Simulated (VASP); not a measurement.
Wanted: the native input for a VASP 6.6.1 run.

| Quantity | Value |
| --- | --- |
| Task | single point |
| Functional | LDA |
| Potentials or basis | VASP PAW LDA potentials, release 64 (Hg, Te) |
| Cutoff | 520 eV |
| k mesh | 6 × 6 × 5 |
| Occupations | fermi-dirac, width 0.05 eV |
| Spin | no spin polarisation |
| Dipole correction | no |
| Further INCAR settings | ALGO = Normal; EDIFF = 1e-06; NBANDS = 26 |

The structure of HgTe lies in POSCAR:

```
HgTe
1.0
    3.0512097241     -3.5349252628      0.0000000000
    3.0512097241      3.5349252628      0.0000000000
    0.0000000000      0.0000000000      5.9118752236
Hg Te
2 2
Direct
    0.6569500000      0.3430500000      0.2500000000
    0.3430500000      0.6569500000      0.7500000000
    0.2151910000      0.7848090000      0.2500000000
    0.7848090000      0.2151910000      0.7500000000
```

The input as run:

INCAR

```
PREC = Accurate ; ENCUT = 520
EDIFF = 1E-6 ; ISMEAR = -1
SIGMA = 0.05 ; LREAL = F
LASPH = T ; NELM = 80
ALGO = Normal ; ISIF = 2
LWAVE = F ; LCHARG = F
NBANDS = 26
```

KPOINTS

```
regular mesh
0
Gamma
  6 6 5
```

Potentials or basis: VASP PAW LDA potentials, release 64 (Hg, Te).

Run with:

```bash
$ cat potpaw_LDA.64/Hg/POTCAR potpaw_LDA.64/Te/POTCAR > POTCAR
$ mpirun -np 1 vasp_std > vasp.out
```

It gave:

```
Pressure               : -6.4 GPa
Largest force          : 0.388 eV/Å
Band gap on the k mesh : zero (band 18 reaches 3.35 eV, above the bottom of band 19 at 1.53 eV)
```

Caveat: spin-orbit coupling is left out, which moves the levels of the heavy elements.

It took 48 s on 1 thread of Intel(R) Xeon(R) 6975P-C (Granite Rapids), with other jobs on the host, peak memory 0.27 GiB.
